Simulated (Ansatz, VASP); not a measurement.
# One calculation of Te2Mo, two programs

```
CELL_PARAMETERS angstrom
3.51673 -0.00439 -0.00895
-1.76216 3.04693 -0.00172
-0.04415 -0.03526 17.42506
ATOMIC_POSITIONS crystal
Te 0.32724 0.65218 0.89776
Te 0.33721 0.65852 0.10280
Mo 0.99917 0.98876 0.00026
```

Alike in both runs: task single point; functional PBEsol; k mesh 6 × 6 × 2; no spin polarisation.

```csv
,VASP,Ansatz
version,VASP 6.6.1,Ansatz 0.2.0
potentials or method,"VASP PAW PBE potentials, release 64 (Te, Mo_sv), cutoff 520 eV","plane waves, PAW"
occupations,"methfessel-paxton of order 1, width 0.1 eV","cold, width 0.1 eV"
valence electrons in the cell,26,46
```

```csv
,VASP,Ansatz,Ansatz less VASP
rms of the force components (eV/Å),0.068,0.052,-0.0150
```

VASP's potentials were made for PBE, not for PBEsol. Atom by atom the forces differ by 0.015 eV/Å (rms over components). VASP's potentials hold 26 valence electrons a cell and Ansatz's 46, so a difference there can come from the potentials and not from the codes.

Spin-orbit coupling is off throughout.
